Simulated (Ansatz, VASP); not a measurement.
## One calculation of GaP, two programs

```
Ga P
1.0
     0.00000    2.63368    2.47725
     2.63368    0.00000    2.47725
     2.63368    2.63368    0.00000
Ga P
1 1
Direct
  0.00000 0.00000 0.00000
  0.50000 0.50000 0.50000
```

Change from the starting cell: z stretched by -4 % at fixed volume.

Alike in both runs: task single point; functional PBE; k mesh 12 × 12 × 12; occupations fermi-dirac, width 0.05 eV; no spin polarisation.

|  | VASP | Ansatz |
| --- | --- | --- |
| version | VASP 6.6.1 | Ansatz 0.2.0 |
| potentials or method | VASP PAW PBE potentials, release 64 (Ga_d, P), cutoff 520 eV | all-electron LAPW, scalar-relativistic |

VASP gave:

- pressure (GPa): 0.6
- traceless stress, the component that is largest in VASP (GPa): 5.00

**Question.** What did Ansatz give for the same quantities?

**Answer.** Pressure (GPa): 0.6; traceless stress, the component that is largest in VASP (GPa): 4.99.

Ansatz ran all-electron here, and VASP with PAW potentials.
